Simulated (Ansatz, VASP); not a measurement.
## PbI2: VASP beside Ansatz

```xyz
3
Lattice="4.5550 0.0000 0.0000 -2.2775 3.9447 0.0000 0.0000 0.0000 6.9770" Properties=species:S:1:pos:R:3 pbc="T T T"
Pb    0.0000    0.0000    0.0000
I     0.0000    2.6298    1.8489
I     2.2775    1.3149    5.1281
```

Alike in both runs: task electric field gradients; functional PBE; k mesh 8 × 8 × 5; occupations fermi-dirac, width 0.02 eV; no spin polarisation.

|  | VASP | Ansatz |
| --- | --- | --- |
| version | VASP 6.6.1 | Ansatz 0.2.0 |
| potentials or method | VASP PAW PBE potentials, release 64 (Pb_d, I), cutoff 400 eV | all-electron PAW with datasets made for the crystal, scalar-relativistic |

```tsv
	VASP	Ansatz	Ansatz less VASP
gap on the k mesh at the Fermi level (eV)	2.29	2.29	0.000
pressure (GPa)	1.8	1.8	+0.03
traceless stress, the component that is largest in VASP (GPa)	0.05	0.05	0.000
rms of the force components (eV/Å)	0.081	0.082	+0.0007
size of Vzz on the site where it differs most (V/Å²)	17.4	18.1	+0.63
```

Atom by atom the forces differ by 0.001 eV/Å (rms over components). Ansatz ran all-electron here, and VASP with PAW potentials.

Spin-orbit coupling is off throughout.
